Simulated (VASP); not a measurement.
Wanted: the native input for a VASP 6.6.1 run.

- Task: single point
- Functional: r2SCAN
- Potentials or basis: VASP PAW PBE potentials, release 64 (Cd, S)
- Cutoff: 520 eV
- k mesh: 8 × 4 × 4
- Occupations: gaussian, width 0.02 eV
- Spin: no spin polarisation
- Dipole correction: no
- Further INCAR settings: ALGO = Normal; EDIFF = 1e-06; NBANDS = 46

CdS:

```xyz
8
Lattice="2.0816 3.6054 0.0000 0.0000 0.0000 6.7662 6.2448 -3.6054 0.0000" Properties=species:S:1:pos:R:3 pbc="T T T"
Cd    6.2448   -1.2018   -0.0067
Cd    2.0816   -1.2018   -0.0067
Cd    2.0816    1.2018    3.3764
Cd    6.2448    1.2018    3.3764
S     6.2448   -1.2018    2.5441
S     2.0816   -1.2018    2.5441
S     2.0816    1.2018    5.9272
S     6.2448    1.2018    5.9272
```

The input as run:

POSCAR

```
CdS
1.0
    2.0815870929      3.6054146053      0.0000000000
    0.0000000000      0.0000000000      6.7662281422
    6.2447612786     -3.6054146053      0.0000000000
Cd S
4 4
Direct
    0.5000000000     -0.0009943675      0.8333333333
    0.0000000000     -0.0009943675      0.3333333333
    0.5000000000      0.4990056325      0.1666666667
    1.0000000000      0.4990056325      0.6666666667
    0.5000000000      0.3759943675      0.8333333333
    0.0000000000      0.3759943675      0.3333333333
    0.5000000000      0.8759943675      0.1666666667
    1.0000000000      0.8759943675      0.6666666667
```

INCAR.step1

```
SYSTEM = CdS
PREC = Accurate
ENCUT = 520
ISMEAR = 0
SIGMA = 0.02
LREAL = .FALSE.
LASPH = .TRUE.
NELM = 80
NBANDS = 46
GGA = PE
ALGO = Normal
EDIFF = 1E-4
LWAVE = .TRUE.
LCHARG = .FALSE.
```

INCAR.step2

```
SYSTEM = CdS
PREC = Accurate
ENCUT = 520
EDIFF = 1E-6
ISMEAR = 0
SIGMA = 0.02
LREAL = .FALSE.
LASPH = .TRUE.
NELM = 80
ALGO = Normal
ISIF = 2
LWAVE = .FALSE.
LCHARG = .FALSE.
METAGGA = R2SCAN
LMIXTAU = .TRUE.
NBANDS = 46
ISTART = 1
```

KPOINTS

```
Automatic mesh
0
G
  8 4 4
  0 0 0
```

Potentials or basis: VASP PAW PBE potentials, release 64 (Cd, S).

Command:

```sh
$ cat potpaw_PBE.64/Cd/POTCAR potpaw_PBE.64/S/POTCAR > POTCAR
$ cp INCAR.step1 INCAR
$ mpirun -np 1 vasp_std > vasp.out
$ cp INCAR.step2 INCAR
$ mpirun -np 1 vasp_std > vasp.out
```

It gave:

The pressure is 0.3 GPa and the largest force is 0.003 eV/Å. The band gap on the k mesh is 1.63 eV.

Caveat: the PAW data sets were made with another functional, which shifts forces and pressure a little.

It took 15 min on 1 thread of AMD EPYC 9R14 (Zen 4) (shared host), peak memory 0.47 GiB.
